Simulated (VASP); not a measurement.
# SrVO3 (Pm-3m) in VASP: further runs

The runs below take SrVO3 through single point, with PBE+U.

Program: VASP 6.6.1. These are calculated values, not measurements. Logs are shortened: lines on timing, memory, paths and dates and some standing lists are left out, and cuts for length are marked.

## 1. The cell of the first run

It takes space group Pm-3m (No. 221, cubic). The conventional cell has a = 3.850 Å, b = 3.850 Å, c = 3.850 Å, α = 90.00°, β = 90.00°, γ = 90.00°. Sr (site symmetry m-3m) has 12 O at 2.72 Å and 8 V at 3.33 Å within 3.6 Å. Within 2.6 Å of V (site symmetry m-3m) lie 6 O at 1.93 Å. Within 2.6 Å of O (site symmetry 4/mmm) lie 2 V at 1.93 Å.

## 2. Single point, PBE+U, collinear spin, ferromagnetic start

File INCAR:

```
ALGO     = Normal         # electronic algorithm
EDIFF    = 1E-6           # SCF threshold, eV
ENCUT    = 520            # plane-wave cutoff, eV
GGA      = PE             # functional
ISIF     = 2              # what is computed and relaxed
ISMEAR   = 0              # smearing method
ISPIN    = 2              # spin polarisation
LASPH    = True           # aspherical terms in the spheres
LCHARG   = False          # write CHGCAR
LDAU     = True           # DFT+U
LDAUJ    = 0 0 0        
LDAUL    = -1 2 -1        # shell
LDAUPRINT= 1            
LDAUTYPE = 2            
LDAUU    = 0 3.25 0       # U, eV
LMAXMIX  = 4              # l up to which the mixer works
LORBIT   = 11             # projections on sites
LREAL    = False          # projectors in reciprocal space
LWAVE    = False          # write WAVECAR
MAGMOM   = 0 1 0 0 0      # initial moments
NBANDS   = 32             # bands
NELM     = 150            # most SCF steps
PREC     = Accurate       # precision mode
SIGMA    = 0.1            # smearing width, eV
```

File KPOINTS:

```
k-points
0
Gamma
  6 6 6
```

File POSCAR:

```
SrVO3
1.0
    3.8500000000      0.0000000000      0.0000000000
    0.0000000000      3.8500000000      0.0000000000
    0.0000000000      0.0000000000      3.8500000000
Sr V O
1 1 3
Direct
    0.0000000000      0.0000000000      0.0000000000
    0.5000000000      0.5000000000      0.5000000000
    0.5000000000      0.5000000000      0.0000000000
    0.5000000000      0.0000000000      0.5000000000
    0.0000000000      0.5000000000      0.5000000000
```

Potentials or basis: VASP PAW PBE potentials, release 64 (Sr_sv, V_sv, O).

Started as:

```sh
cat potpaw_PBE.64/Sr_sv/POTCAR potpaw_PBE.64/V_sv/POTCAR potpaw_PBE.64/O/POTCAR > POTCAR
mpirun -np 1 vasp_std > vasp.out
```

OUTCAR:

```text
EDIFF = 1E-6
   ENCUT = 520
   GGA = PE
   ISIF = 2
   ISMEAR = 0
   ISPIN = 2
   LASPH = True
   LORBIT = 11
   LREAL = False
   NELM = 150
   PREC = Accurate

 ion  position               nearest neighbor table
   1  0.000  0.000  0.000-   3 2.72   4 2.72   5 2.72   4 2.72   5 2.72   3 2.72   5 2.72   5 2.72
                             3 2.72   4 2.72   4 2.72   3 2.72   2 3.33   2 3.33   2 3.33   2 3.33
   2  0.500  0.500  0.500-   3 1.93   4 1.93   5 1.93   3 1.93   4 1.93   5 1.93   1 3.33   1 3.33
                             1 3.33   1 3.33   1 3.33   1 3.33   1 3.33   1 3.33
   3  0.500  0.500  0.000-   2 1.93   2 1.93   1 2.72   1 2.72   1 2.72   1 2.72
   4  0.500  0.000  0.500-   2 1.93   2 1.93   1 2.72   1 2.72   1 2.72   1 2.72
   5  0.000  0.500  0.500-   2 1.93   2 1.93   1 2.72   1 2.72   1 2.72   1 2.72

  LATTYP: Found a simple cubic cell.
 ALAT       =     3.8500000000

  Lattice vectors:

 A1 = (   3.8500000000,   0.0000000000,   0.0000000000)
 A2 = (   0.0000000000,   3.8500000000,   0.0000000000)
 A3 = (   0.0000000000,   0.0000000000,   3.8500000000)

Analysis of symmetry for initial positions (statically):
=====================================================================
 Subroutine PRICEL returns:
 Original cell was already a primitive cell.

 Routine SETGRP: Setting up the symmetry group for a
 simple cubic supercell.

 Subroutine GETGRP returns: Found 48 space group operations
 (whereof 48 operations were pure point group operations)
 out of a pool of 48 trial point group operations.

The static configuration has the point symmetry O_h .

Analysis of symmetry for dynamics (positions and initial velocities):
=====================================================================
 Subroutine PRICEL returns:
 Original cell was already a primitive cell.

 Routine SETGRP: Setting up the symmetry group for a
 simple cubic supercell.

 Subroutine GETGRP returns: Found 48 space group operations
 (whereof 48 operations were pure point group operations)
 out of a pool of 48 trial point group operations.

The dynamic configuration has the point symmetry O_h .

Analysis of structural, dynamic, and magnetic symmetry:
=====================================================================
 Subroutine PRICEL returns:
 Original cell was already a primitive cell.

 Routine SETGRP: Setting up the symmetry group for a
 simple cubic supercell.

 Subroutine GETGRP returns: Found 48 space group operations
 (whereof 48 operations were pure point group operations)
 out of a pool of 48 trial point group operations.

The overall configuration has the point symmetry O_h .

 Subroutine INISYM returns: Found 48 space group operations
 (whereof 48 operations are pure point group operations),
 and found     1 'primitive' translations

----------------------------------------------------------------------------------------

                                     Primitive cell

  volume of cell :      57.0666

  direct lattice vectors                    reciprocal lattice vectors
     3.850000000  0.000000000  0.000000000     0.259740260  0.000000000  0.000000000
     0.000000000  3.850000000  0.000000000     0.000000000  0.259740260  0.000000000
     0.000000000  0.000000000  3.850000000     0.000000000  0.000000000  0.259740260

  length of vectors
     3.850000000  3.850000000  3.850000000     0.259740260  0.259740260  0.259740260

  position of ions in fractional coordinates (direct lattice)
     0.000000000  0.000000000  0.000000000
     0.500000000  0.500000000  0.500000000
     0.500000000  0.500000000  0.000000000
     0.500000000  0.000000000  0.500000000
     0.000000000  0.500000000  0.500000000

  ion indices of the primitive-cell ions
   primitive index   ion index
                 1           1
[... 92 lines left out ...]
  volume/ion in A,a.u.               =      11.41        77.02
  Fermi-wavevector in a.u.,A,eV,Ry     =   1.466252  2.770815 29.251110  2.149896
  Thomas-Fermi vector in A             =   2.582012
   LORBIT       =     11    0 simple, 1 ext, 2 COOP (PROOUT), +10 PAW based schemes
 LDA+U is selected, type is set to LDAUTYPE =  2
   angular momentum for each species LDAUL =    -1    2   -1
   U (eV)           for each species LDAUU =   0.0  3.2  0.0
   J (eV)           for each species LDAUJ =   0.0  0.0  0.0
   GGA     = PE    functional components
   LHFCALC =     F    Hartree Fock is set to
   AEXX    =    0.0000 exact exchange contribution
   IVDW    =     0    specifies the selected vdW correction
   LEPSILON=     F    determine dielectric tensor
   LRPA    =     F    only Hartree local field effects (RPA)
 spin polarized calculation
 Gauss-broadening in eV      SIGMA  =   0.10
  energy-cutoff  :      520.00
  volume of cell :       57.07
 maximum number of plane-waves:      1568
 NGX is ok and might be reduce to    30
   NGX = 15   NGY = 15   NGZ = 15

atom =   2  type =  2  l = 2

 onsite density matrix

spin component  1

  0.4548  0.0000 -0.0000  0.0000  0.0000
  0.0000  0.4548 -0.0000  0.0000  0.0000
 -0.0000 -0.0000  0.3123  0.0000  0.0000
  0.0000  0.0000  0.0000  0.4548 -0.0000
  0.0000  0.0000  0.0000 -0.0000  0.3123

spin component  2

  0.1077 -0.0000  0.0000 -0.0000  0.0000
 -0.0000  0.1077  0.0000 -0.0000  0.0000
  0.0000  0.0000  0.2863  0.0000  0.0000
 -0.0000 -0.0000  0.0000  0.1077  0.0000
  0.0000  0.0000  0.0000  0.0000  0.2863

 occupancies and eigenvectors

  o =  0.1077  v =  0.0000  0.0000  0.0000  0.0000  0.0000  0.0000  0.5771  0.0000 -0.8167 -0.0000      0.0000  0.0000  0.0000  0.0000  0.0000  0.0000  0.0000  0.0000  0.0000  0.0000
  o =  0.1077  v =  0.0000  0.0000  0.0000  0.0000  0.0000  0.0000 -0.8167  0.0000 -0.5771  0.0000      0.0000  0.0000  0.0000  0.0000  0.0000  0.0000  0.0000  0.0000  0.0000  0.0000
  o =  0.1077  v =  0.0000  0.0000  0.0000  0.0000  0.0000  1.0000  0.0000  0.0000  0.0000  0.0000      0.0000  0.0000  0.0000  0.0000  0.0000  0.0000  0.0000  0.0000  0.0000  0.0000
  o =  0.2863  v =  0.0000  0.0000  0.0000  0.0000  0.0000  0.0000  0.0000 -0.9995 -0.0000  0.0307      0.0000  0.0000  0.0000  0.0000  0.0000  0.0000  0.0000  0.0000  0.0000  0.0000
  o =  0.2863  v =  0.0000  0.0000  0.0000  0.0000  0.0000  0.0000  0.0000  0.0307 -0.0000  0.9995      0.0000  0.0000  0.0000  0.0000  0.0000  0.0000  0.0000  0.0000  0.0000  0.0000
  o =  0.3123  v =  0.0000 -0.0000  1.0000  0.0000  0.0061  0.0000  0.0000  0.0000  0.0000  0.0000      0.0000  0.0000  0.0000  0.0000  0.0000  0.0000  0.0000  0.0000  0.0000  0.0000
  o =  0.3123  v =  0.0000 -0.0000 -0.0061  0.0000  1.0000  0.0000  0.0000  0.0000  0.0000  0.0000      0.0000  0.0000  0.0000  0.0000  0.0000  0.0000  0.0000  0.0000  0.0000  0.0000
  o =  0.4548  v =  0.0000  0.5447  0.0000 -0.8386  0.0000  0.0000  0.0000  0.0000  0.0000  0.0000      0.0000  0.0000  0.0000  0.0000  0.0000  0.0000  0.0000  0.0000  0.0000  0.0000
  o =  0.4548  v =  0.0000 -0.8386  0.0000 -0.5447 -0.0000  0.0000  0.0000  0.0000  0.0000  0.0000      0.0000  0.0000  0.0000  0.0000  0.0000  0.0000  0.0000  0.0000  0.0000  0.0000
  o =  0.4548  v =  1.0000  0.0000  0.0000  0.0000  0.0000  0.0000  0.0000  0.0000  0.0000  0.0000      0.0000  0.0000  0.0000  0.0000  0.0000  0.0000  0.0000  0.0000  0.0000  0.0000

 number of electron      41.0000017 magnetization       1.0000991

 Free energy of the ion-electron system (eV)
  ---------------------------------------------------
  ext. energy  EPLUGINS =         0.00000000
  ---------------------------------------------------
  free energy    TOTEN  =       -36.08942306 eV

  energy without entropy =      -36.07074683  energy(sigma->0) =      -36.08008495

 E-fermi :   6.1402     XC(G=0): -11.5318

 val. band max:        6.1334310604   @ k =   0.5000   0.3333   0.0000
 cond. band min:       6.1686770856   @ k =   0.3333   0.1667   0.0000
 fundamental gap:      0.0352460252
 Fermi energy:         6.1402160690

 spin component 1

 k-point     1 :       0.0000    0.0000    0.0000
  band No.  band energies     occupation
      1     -60.6329      1.00000
      2     -34.4393      1.00000
      3     -34.4393      1.00000
      4     -34.4393      1.00000
      5     -28.2626      1.00000
      6     -13.4081      1.00000
[... 689 lines left out ...]
     31      15.0031      0.00000
     32      19.2696      0.00000
 Fermi energy:         6.1402160690

 spin component 2

 k-point     1 :       0.0000    0.0000    0.0000
  band No.  band energies     occupation
      1     -59.4694      1.00000
      2     -33.2928      1.00000
      3     -33.2928      1.00000
      4     -33.2928      1.00000
      5     -28.2642      1.00000
      6     -13.4512      1.00000
[... 689 lines left out ...]
     31      15.0514      0.00000
     32      19.2334      0.00000

------------------------ aborting loop because EDIFF is reached ----------------------------------------

  FORCE on cell =-STRESS in cart. coord.  units (eV):
  Direction    XX          YY          ZZ          XY          YZ          ZX
  --------------------------------------------------------------------------------------
  -------------------------------------------------------------------------------------
  Total        2.4708688      2.4708688      2.4708688      0.0000000      0.0000000      0.0000000
  in kB       69.3710205     69.3710205     69.3710205      0.0000000      0.0000000      0.0000000
  external PRESSURE =      69.3710205 kB  Pullay stress =       0.0000000 kB

 VOLUME and BASIS-vectors are now :
 -----------------------------------------------------------------------------
  energy-cutoff  :      520.00
  volume of cell :       57.07
      direct lattice vectors                 reciprocal lattice vectors
     3.850000000  0.000000000  0.000000000     0.259740260  0.000000000  0.000000000
     0.000000000  3.850000000  0.000000000     0.000000000  0.259740260  0.000000000
     0.000000000  0.000000000  3.850000000     0.000000000  0.000000000  0.259740260

 POSITION                                       TOTAL-FORCE (eV/Angst)
 -----------------------------------------------------------------------------------
      0.00000      0.00000      0.00000         0.000000      0.000000      0.000000
      1.92500      1.92500      1.92500         0.000000      0.000000      0.000000
      1.92500      1.92500      0.00000         0.000000      0.000000      0.000000
      1.92500      0.00000      1.92500         0.000000      0.000000      0.000000
      0.00000      1.92500      1.92500         0.000000      0.000000      0.000000
 -----------------------------------------------------------------------------------
    total drift:                                0.000000      0.000000     -0.000000

  FREE ENERGIE OF THE ION-ELECTRON SYSTEM (eV)
  ---------------------------------------------------
  free  energy   TOTEN  =       -36.0894230635 eV

  energy  without entropy=      -36.0707468293  energy(sigma->0) =      -36.08008495

 total charge

# of ion       s       p       d       tot
------------------------------------------
    1        2.000   5.802   0.217   8.019
    2        2.290   6.354   2.850  11.493
    3        1.564   3.496   0.000   5.060
    4        1.564   3.496   0.000   5.060
    5        1.564   3.496   0.000   5.060
--------------------------------------------------
tot          8.980  22.644   3.067  34.691

 magnetization (x)

# of ion       s       p       d       tot
------------------------------------------
    1       -0.000  -0.002   0.002  -0.001
    2        0.009   0.010   1.090   1.109
    3       -0.002  -0.051   0.000  -0.053
    4       -0.002  -0.051   0.000  -0.053
    5       -0.002  -0.051   0.000  -0.053
--------------------------------------------------
tot          0.003  -0.145   1.092   0.949
```

It took 76 s on 1 thread of Intel Xeon Platinum 8259CL at 2.50GHz (Skylake/Cascade Lake), shared host; peak memory 0.22 GiB.

What came out:

* Free energy: -36.0894 eV
* Pressure: 6.9 GPa
* Band gap on the k mesh: zero (filled and empty bands overlap)
* Net moment: 1.00 μB per cell
* Site moments: Sr -0.00; V +1.11; O -0.05 μB
* Valence electrons inside the program's atomic spheres: Sr 8.02; V 11.49; O 5.06

Levels at points of the mesh, in eV from the Fermi level:
Spin up:
```
           k point  band 17  band 18  band 19  band 20  band 21  band 22  band 23  band 24  band 25  band 26
(0.00, 0.00, 0.00)    -2.99    -2.19    -2.19    -2.19    -1.67    -1.67    -1.67     1.25     1.25     3.73
(0.50, 0.00, 0.00)    -4.36    -3.86    -2.65    -2.65    -1.57     0.42     0.42     1.26     3.53     5.73
(0.50, 0.50, 0.00)    -4.00    -3.39    -3.39    -1.86     0.36     0.36     0.63     2.25     5.47     6.35
(0.50, 0.50, 0.50)    -5.86    -1.76    -1.76    -1.76     0.89     0.89     0.89     5.32     5.32     5.32
```
Spin down:
```
           k point  band 16  band 17  band 18  band 19  band 20  band 21  band 22  band 23  band 24  band 25
(0.00, 0.00, 0.00)    -3.08    -3.08    -2.28    -2.28    -2.28     0.55     0.55     0.55     1.94     1.94
(0.50, 0.00, 0.00)    -4.11    -4.11    -3.94    -2.72    -2.72     0.74     1.96     2.32     2.32     4.10
(0.50, 0.50, 0.00)    -4.66    -3.99    -3.46    -3.46    -1.96     2.33     2.33     2.75     2.89     5.94
(0.50, 0.50, 0.50)    -5.48    -5.48    -1.86    -1.86    -1.86     2.96     2.96     2.96     5.37     5.37
```

Eigenvalues of the final occupation matrices:
```
    site  spin  trace               eigenvalues
site 2 d     1   1.99  0.31 0.31 0.45 0.45 0.45
site 2 d     2   0.90  0.11 0.11 0.11 0.29 0.29
```

The state reached can hang on the start; a lower one may exist.

## 3. Single point, PBE+U, collinear spin, ferrimagnetic start

File INCAR:

```
SYSTEM = SrVO3
PREC = Accurate
ENCUT = 520
EDIFF = 1E-6
ISMEAR = 0
SIGMA = 0.1
LREAL = .FALSE.
LASPH = .TRUE.
NELM = 150
ALGO = Normal
ISIF = 2
LWAVE = .FALSE.
LCHARG = .FALSE.
ISPIN = 2
MAGMOM = 0 1.02 -0.09 -0.08 -0.08
LORBIT = 11
LMAXMIX = 4
LDAU = .TRUE.
LDAUTYPE = 2
LDAUL = -1 2 -1
LDAUU = 0 3.25 0
LDAUJ = 0 0 0
LDAUPRINT = 1
GGA = PE
NBANDS = 32
```

File KPOINTS:

```
Automatic mesh
0
G
  6 6 6
  0 0 0
```

POSCAR is that of step 2.

Potentials or basis: VASP PAW PBE potentials, release 64 (Sr_sv, V_sv, O).

Started as:

```sh
cat potpaw_PBE.64/Sr_sv/POTCAR potpaw_PBE.64/V_sv/POTCAR potpaw_PBE.64/O/POTCAR > POTCAR
mpirun -np 1 vasp_std > vasp.out
```

OUTCAR:

```text
SYSTEM = SrVO3
   PREC = Accurate
   ENCUT = 520
   EDIFF = 1E-6
   ISMEAR = 0
   LREAL = .FALSE.
   LASPH = .TRUE.
   NELM = 150
   ISIF = 2
   ISPIN = 2
   LORBIT = 11
   GGA = PE

 ion  position               nearest neighbor table
   1  0.000  0.000  0.000-   3 2.72   4 2.72   5 2.72   4 2.72   5 2.72   3 2.72   5 2.72   5 2.72
                             3 2.72   4 2.72   4 2.72   3 2.72   2 3.33   2 3.33   2 3.33   2 3.33
   2  0.500  0.500  0.500-   3 1.93   4 1.93   5 1.93   3 1.93   4 1.93   5 1.93   1 3.33   1 3.33
                             1 3.33   1 3.33   1 3.33   1 3.33   1 3.33   1 3.33
   3  0.500  0.500  0.000-   2 1.93   2 1.93   1 2.72   1 2.72   1 2.72   1 2.72
[... 1957 lines left out ...]

 POSITION                                       TOTAL-FORCE (eV/Angst)
 -----------------------------------------------------------------------------------
      0.00000      0.00000      0.00000         0.000000      0.000000      0.000000
      1.92500      1.92500      1.92500         0.000000      0.000000      0.000000
      1.92500      1.92500      0.00000         0.000000      0.000000      0.000000
      1.92500      0.00000      1.92500         0.000000      0.000000      0.000000
      0.00000      1.92500      1.92500         0.000000      0.000000      0.000000
 -----------------------------------------------------------------------------------
    total drift:                                0.000000      0.000000     -0.000000

  FREE ENERGIE OF THE ION-ELECTRON SYSTEM (eV)
  ---------------------------------------------------
  free  energy   TOTEN  =       -36.0894169078 eV

  energy  without entropy=      -36.0707403971  energy(sigma->0) =      -36.08007865

 total charge

# of ion       s       p       d       tot
------------------------------------------
    1        2.000   5.802   0.217   8.019
    2        2.290   6.354   2.850  11.493
    3        1.564   3.496   0.000   5.060
    4        1.564   3.496   0.000   5.060
    5        1.564   3.496   0.000   5.060
--------------------------------------------------
tot          8.980  22.644   3.067  34.691

 magnetization (x)

# of ion       s       p       d       tot
------------------------------------------
    1       -0.000  -0.002   0.002  -0.001
    2        0.009   0.010   1.090   1.109
    3       -0.002  -0.051   0.000  -0.053
    4       -0.002  -0.051   0.000  -0.053
    5       -0.002  -0.051   0.000  -0.053
--------------------------------------------------
tot          0.003  -0.145   1.092   0.949
```

It took 2.6 min on 1 thread of Intel Xeon Platinum 8259CL at 2.50GHz (Skylake/Cascade Lake), shared host; peak memory 0.27 GiB.

Results:

| Property | Result |
| --- | --- |
| Free energy | -36.0894 eV |
| Pressure | 7.0 GPa |
| Band gap on the k mesh | zero (filled and empty bands overlap) |
| Net moment | 1.00 μB per cell |
| Site moments | Sr -0.00; V +1.11; O -0.05 μB |
| Valence electrons inside the program's atomic spheres | Sr 8.02; V 11.49; O 5.06 |

Levels at points of the mesh, in eV from the Fermi level:
Spin up:
```csv
k point,band 17,band 18,band 19,band 20,band 21,band 22,band 23,band 24,band 25,band 26
"(0.00, 0.00, 0.00)",-2.99,-2.19,-2.19,-2.19,-1.67,-1.67,-1.67,1.25,1.25,3.73
"(0.50, 0.00, 0.00)",-4.36,-3.86,-2.65,-2.65,-1.57,0.42,0.42,1.26,3.53,5.73
"(0.00, 0.00, 0.50)",-4.36,-3.86,-2.65,-2.65,-1.57,0.42,0.42,1.26,3.53,5.73
"(0.50, 0.50, 0.00)",-4.00,-3.39,-3.39,-1.86,0.36,0.36,0.63,2.25,5.47,6.35
"(0.00, 0.50, 0.50)",-4.00,-3.39,-3.39,-1.86,0.36,0.36,0.63,2.25,5.47,6.35
"(0.50, 0.50, 0.50)",-5.86,-1.76,-1.76,-1.76,0.89,0.89,0.89,5.32,5.32,5.32
```
Spin down:
| k point | band 18 | band 19 | band 20 | band 21 | band 22 | band 23 |
| --- | --- | --- | --- | --- | --- | --- |
| (0.00, 0.00, 0.00) | -2.28 | -2.28 | -2.28 | 0.55 | 0.55 | 0.55 |
| (0.50, 0.00, 0.00) | -3.94 | -2.72 | -2.72 | 0.74 | 1.95 | 2.32 |
| (0.00, 0.00, 0.50) | -3.94 | -2.72 | -2.72 | 0.74 | 1.95 | 2.32 |
| (0.50, 0.50, 0.00) | -3.46 | -3.46 | -1.96 | 2.33 | 2.33 | 2.75 |
| (0.00, 0.50, 0.50) | -3.46 | -3.46 | -1.96 | 2.33 | 2.33 | 2.75 |
| (0.50, 0.50, 0.50) | -1.86 | -1.86 | -1.86 | 2.96 | 2.96 | 2.96 |

Eigenvalues of the final occupation matrices:
```tsv
site	spin	trace	eigenvalues
site 2 d	1	1.99	0.31 0.31 0.45 0.45 0.45
site 2 d	2	0.90	0.11 0.11 0.11 0.29 0.29
```
